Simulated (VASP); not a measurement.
# Mn (Im-3m) in VASP: notebook, part 2 of 2

VASP 6.6.1.

**4. Single point, revPBE+D3(BJ), collinear spin, ferromagnetic start**

INCAR

```
SYSTEM = Mn
PREC = Accurate
ENCUT = 500
EDIFF = 1E-6
ISMEAR = 0
SIGMA = 0.1
LREAL = .FALSE.
LASPH = .TRUE.
NELM = 200
ALGO = Normal
ISIF = 2
LWAVE = .FALSE.
LCHARG = .FALSE.
ISPIN = 2
MAGMOM = 0.76
LORBIT = 11
LMAXMIX = 4
GGA = RE
IVDW = 12
NBANDS = 16
GGA_COMPAT = .FALSE.
```

KPOINTS

```
Automatic mesh
0
G
  10 10 10
  0 0 0
```

POSCAR

```
Mn
1.0
   -1.3932737400      1.3932737400      1.3932737400
    1.3932737400     -1.3932737400      1.3932737400
    1.3932737400      1.3932737400     -1.3932737400
Mn
1
Direct
    0.0000000000      0.0000000000      0.0000000000
```

Potentials or basis: VASP PAW PBE potentials, release 64 (Mn_pv).

Run with:

```bash
$ cat potpaw_PBE.64/Mn_pv/POTCAR > POTCAR
$ mpirun -np 1 vasp_std > vasp.out
```

OUTCAR:

```text
SYSTEM = Mn
   PREC = Accurate
   ENCUT = 500
   EDIFF = 1E-6
   ISMEAR = 0
   LREAL = .FALSE.
   LASPH = .TRUE.
   NELM = 200
   ISIF = 2
   ISPIN = 2
   LORBIT = 11
   GGA = RE
   IVDW = 12
 IVDW          = 12

 ion  position               nearest neighbor table
   1  0.000  0.000  0.000-

  LATTYP: Found a body centered cubic cell.
 ALAT       =     2.7865474800

  Lattice vectors:

 A1 = (  -1.3932737400,   1.3932737400,   1.3932737400)
 A2 = (   1.3932737400,  -1.3932737400,   1.3932737400)
 A3 = (   1.3932737400,   1.3932737400,  -1.3932737400)

Analysis of symmetry for initial positions (statically):
=====================================================================
 Subroutine PRICEL returns:
 Original cell was already a primitive cell.

 Routine SETGRP: Setting up the symmetry group for a
 body centered cubic supercell.

 Subroutine GETGRP returns: Found 48 space group operations
 (whereof 48 operations were pure point group operations)
 out of a pool of 48 trial point group operations.

The static configuration has the point symmetry O_h .

Analysis of symmetry for dynamics (positions and initial velocities):
=====================================================================
 Subroutine PRICEL returns:
 Original cell was already a primitive cell.

 Routine SETGRP: Setting up the symmetry group for a
 body centered cubic supercell.

 Subroutine GETGRP returns: Found 48 space group operations
 (whereof 48 operations were pure point group operations)
 out of a pool of 48 trial point group operations.

The dynamic configuration has the point symmetry O_h .

Analysis of structural, dynamic, and magnetic symmetry:
=====================================================================
 Subroutine PRICEL returns:
 Original cell was already a primitive cell.

 Routine SETGRP: Setting up the symmetry group for a
 body centered cubic supercell.

 Subroutine GETGRP returns: Found 48 space group operations
 (whereof 48 operations were pure point group operations)
 out of a pool of 48 trial point group operations.
[... 135 lines left out ...]
 NGX is ok and might be reduce to    18

 number of electron      13.0000003 magnetization       0.5547521

 Free energy of the ion-electron system (eV)
  ---------------------------------------------------
  ext. energy  EPLUGINS =         0.00000000
  ---------------------------------------------------
  free energy    TOTEN  =        -8.42533345 eV

  energy without entropy =       -8.41510967  energy(sigma->0) =       -8.42022156

 E-fermi :  10.7877     XC(G=0): -13.8907

 val. band max:       10.7770118733   @ k =   0.2000   0.1000   0.1000
 cond. band min:      10.7921653648   @ k =  -0.3000   0.4000   0.1000
 fundamental gap:      0.0151534916
 Fermi energy:        10.7877265231

 spin component 1

 k-point     1 :       0.0000    0.0000    0.0000
  band No.  band energies     occupation
      1     -37.5249      1.00000
      2     -37.5249      1.00000
      3     -37.5249      1.00000
      4       2.1746      1.00000
      5       9.0365      1.00000
      6       9.0365      1.00000
[... 435 lines left out ...]
      5       8.3642      1.00000
      6       8.6534      1.00000
[... 8 lines left out ...]
     15      40.7300      0.00000
     16      42.6782      0.00000

 [... further k-points ...]

 spin component 2

 k-point     1 :       0.0000    0.0000    0.0000
  band No.  band energies     occupation
      1     -36.8792      1.00000
      2     -36.8792      1.00000
      3     -36.8792      1.00000
      4       2.2423      1.00000
      5       9.4945      1.00000
      6       9.4945      1.00000
[... 435 lines left out ...]
      5       8.7887      1.00000
      6       9.0944      1.00000
[... 8 lines left out ...]
     15      41.2319      0.00000
     16      43.2310      0.00000

 [... further k-points ...]

------------------------ aborting loop because EDIFF is reached ----------------------------------------

 Edisp (eV)   -0.71435

 E8    (eV) :    -0.5108

  FORCE on cell =-STRESS in cart. coord.  units (eV):
  Direction    XX          YY          ZZ          XY          YZ          ZX
  --------------------------------------------------------------------------------------
  -------------------------------------------------------------------------------------
  Total      -0.43542    -0.43542    -0.43542     0.00000     0.00000     0.00000
  in kB     -64.48357   -64.48357   -64.48357     0.00000     0.00000     0.00000
  external pressure =      -64.48 kB  Pullay stress =        0.00 kB

 VOLUME and BASIS-vectors are now :
 -----------------------------------------------------------------------------
  energy-cutoff  :      500.00
  volume of cell :       10.82
      direct lattice vectors                 reciprocal lattice vectors
    -1.393273740  1.393273740  1.393273740     0.000000000  0.358867024  0.358867024
     1.393273740 -1.393273740  1.393273740     0.358867024  0.000000000  0.358867024
     1.393273740  1.393273740 -1.393273740     0.358867024  0.358867024  0.000000000

 POSITION                                       TOTAL-FORCE (eV/Angst)
 -----------------------------------------------------------------------------------
      0.00000      0.00000      0.00000        -0.000000      0.000000      0.000000
 -----------------------------------------------------------------------------------
    total drift:                                0.000000      0.000000      0.000000

  FREE ENERGIE OF THE ION-ELECTRON SYSTEM (eV)
  ---------------------------------------------------
  free  energy   TOTEN  =        -9.1396882107 eV

  energy  without entropy=       -9.1294644245  energy(sigma->0) =       -9.13457632

 total charge

# of ion       s       p       d       tot
------------------------------------------
    1        0.414   6.406   5.135  11.954

 magnetization (x)

# of ion       s       p       d       tot
------------------------------------------
    1       -0.003  -0.011   0.571   0.556
```

stdout:

```text
POSCAR found type information on POSCAR Mn
 POSCAR found :  1 types and       1 ions
 scaLAPACK will be used
 -----------------------------------------------------------------------------
|                                                                             |
|                                                                             |
|     You enforced a specific xc type in the INCAR file but a different       |
|     I HOPE YOU KNOW WHAT YOU ARE DOING!                                     |
|                                                                             |
 -----------------------------------------------------------------------------

 LDA part: xc-table for (Slater+PW92), standard interpolation
 POSCAR, INCAR and KPOINTS ok, starting setup
 FFT: planning ... GRIDC
 FFT: planning ... GRID_SOFT
 FFT: planning ... GRID
 WAVECAR not read
 entering main loop
```

Wall time 19 s (1 thread of Intel Xeon 6975P-C (Granite Rapids), shared host); peak memory 0.14 GiB.

Results:

```yaml
Free_energy: -9.1397 eV
Pressure: -6.4 GPa
Net_moment: 0.55 μB per cell
Site_moments: Mn +0.56 μB
Valence_electrons_inside_the_program's_atomic_spheres: Mn 11.95
Dispersion_energy_per_atom: -0.714 eV
```

Caveat: the cell stands under tension; the PAW data sets were made with another functional, which shifts forces and pressure a little.

**5. Single point, RPBE, collinear spin, ferromagnetic start**

INCAR

```
SYSTEM = Mn
ALGO = Normal ; EDIFF = 1E-6
ENCUT = 500 ; GGA = RP
GGA_COMPAT = .False. ; ISIF = 2
ISMEAR = 0 ; ISPIN = 2
LASPH = .True. ; LCHARG = .False.
LMAXMIX = 4 ; LORBIT = 11
LREAL = .False. ; LWAVE = .False.
MAGMOM = 0.76 ; NBANDS = 16
NELM = 200 ; PREC = Accurate
SIGMA = 0.1
```

KPOINTS

```
k-points
0
Gamma
  10 10 10
  0 0 0
```

POSCAR is that of step 4.

Run with:

```bash
$ cat potpaw_PBE.64/Mn_pv/POTCAR > POTCAR
$ mpirun -np 1 vasp_std > vasp.out
```

It took 27 s on 1 thread of Intel Xeon 6975P-C (Granite Rapids), shared host; peak memory 0.13 GiB.

Results (log left out):

```yaml
Free_energy: -8.3072 eV
Pressure: 6.3 GPa
Net_moment: 0.59 μB per cell
Site_moments: Mn +0.59 μB
Valence_electrons_inside_the_program's_atomic_spheres: Mn 11.95
```

Levels at points of the mesh, in eV from the Fermi level:
Spin up:
| k point | band 3 | band 4 | band 5 | band 6 | band 7 | band 8 | band 9 | band 10 | band 11 | band 12 |
| --- | --- | --- | --- | --- | --- | --- | --- | --- | --- | --- |
| (0.00, 0.00, 0.00) | -48.34 | -8.61 | -1.76 | -1.76 | -1.76 | 0.03 | 0.03 | 23.72 | 23.72 | 23.72 |
| (0.50, 0.00, 0.00) | -48.35 | -5.04 | -3.17 | 0.06 | 0.32 | 0.65 | 1.68 | 9.09 | 17.93 | 21.57 |
| (0.50, 0.50, 0.50) | -48.86 | -4.95 | -4.95 | 1.33 | 1.33 | 1.33 | 10.57 | 10.57 | 10.57 | 17.01 |
Spin down:
```tsv
k point	band 3	band 4	band 5	band 6	band 7	band 8	band 9	band 10
(0.00, 0.00, 0.00)	-47.66	-8.54	-1.27	-1.27	-1.27	0.82	0.82	23.68
(0.50, 0.00, 0.00)	-47.66	-4.69	-2.74	0.70	0.76	1.13	2.26	9.48
(0.50, 0.50, 0.50)	-48.18	-4.44	-4.44	1.89	1.89	1.89	10.65	10.65
```

Caveat: the cell stands under pressure; the PAW data sets were made with another functional, which shifts forces and pressure a little.

**6. Relaxation of the atoms, PBEsol, collinear spin, ferromagnetic start**

INCAR

```
SYSTEM = Mn
PREC = Accurate ; ENCUT = 450
EDIFF = 1E-7 ; ISMEAR = -1
SIGMA = 0.08617333262145177 ; LREAL = .FALSE.
LASPH = .TRUE. ; NELM = 200
ALGO = Normal ; ISIF = 2
LWAVE = .FALSE. ; LCHARG = .FALSE.
ISPIN = 2 ; MAGMOM = 0.76
LORBIT = 11 ; LMAXMIX = 4
GGA = PS ; IBRION = 2
NSW = 25 ; EDIFFG = -0.008
GGA_COMPAT = .FALSE. ; NELMIN = 4
```

KPOINTS

```
Automatic mesh
0
Gamma
  2 2 2
  0.5 0.5 0.5
```

POSCAR is that of step 5.

Potentials or basis: VASP PAW PBE potentials, release 64 (Mn_pv).

Run with:

```bash
$ cat potpaw_PBE.64/Mn_pv/POTCAR > POTCAR
$ mpirun -np 1 vasp_std > vasp.out
```

Wall time 4.5 s (1 thread of Intel Xeon 6975P-C (Granite Rapids), shared host); peak memory 0.11 GiB.

The run converged. Its results:

```
Free energy                                           : -8.5662 eV
Pressure after relaxing                               : 13.8 GPa
Net moment                                            : 0.52 μB per cell
Site moments                                          : Mn +0.49 μB
Valence electrons inside the program's atomic spheres : Mn 11.92
```

Final structure:
```
CELL_PARAMETERS angstrom
-1.39327 1.39327 1.39327
1.39327 -1.39327 1.39327
1.39327 1.39327 -1.39327
ATOMIC_POSITIONS crystal
Mn 0.00000 0.00000 0.00000
```

Levels at points of the mesh, in eV from the Fermi level:
Spin up:
| k point | band 2 | band 3 | band 4 | band 5 | band 6 | band 7 | band 8 | band 9 | band 10 |
| --- | --- | --- | --- | --- | --- | --- | --- | --- | --- |
| (0.25, 0.25, 0.25) | -47.72 | -47.72 | -2.39 | -2.39 | -2.39 | 1.26 | 1.26 | 10.43 | 10.43 |
Spin down:
| k point | band 4 | band 5 | band 6 | band 7 | band 8 | band 9 |
| --- | --- | --- | --- | --- | --- | --- |
| (0.25, 0.25, 0.25) | -1.94 | -1.94 | -1.94 | 1.56 | 1.56 | 10.74 |

Caveat: the k points lie up to 1.59 Å⁻¹ apart, too coarse for converged energies, forces and pressures; the PAW data sets were made with another functional, which shifts forces and pressure a little.

**7. Overview**

```tsv
task	level	cell	k mesh	cutoff (eV)	smearing	gap on the mesh (eV)	pressure (GPa)	moment (μB)
single point	PBE	as given	8 × 8 × 8	500	tetrahedron	none	3.6	0.94
single point	PBE+D3(BJ)	as given	4 × 9 × 2	500	gaussian 0.1 eV	none	-0.1	1.28
single point	revPBE+D3(BJ)	as given	10 × 10 × 10	500	gaussian 0.1 eV	none	-6.4	0.55
single point	RPBE	as given	10 × 10 × 10	500	gaussian 0.1 eV	none	6.3	0.59
relaxation of the atoms	PBEsol	atoms relaxed	2 × 2 × 2, shifted	450	fermi-dirac 0.0861733 eV	none	13.8	0.52
```

Alike in all rows: potentials or basis VASP PAW PBE potentials, release 64 (Mn_pv); spin collinear, ferromagnetic start.

Caveats: some runs use coarse meshes; the PAW data sets were made with another functional, which shifts forces and pressure a little (at least some runs); the cell stands under tension (at least some runs); the cell stands under pressure (at least some runs).

Absolute energies hang on the potentials; compare differences alone.

The gap in the log of VASP goes by the Fermi energy; the results here count the filled bands.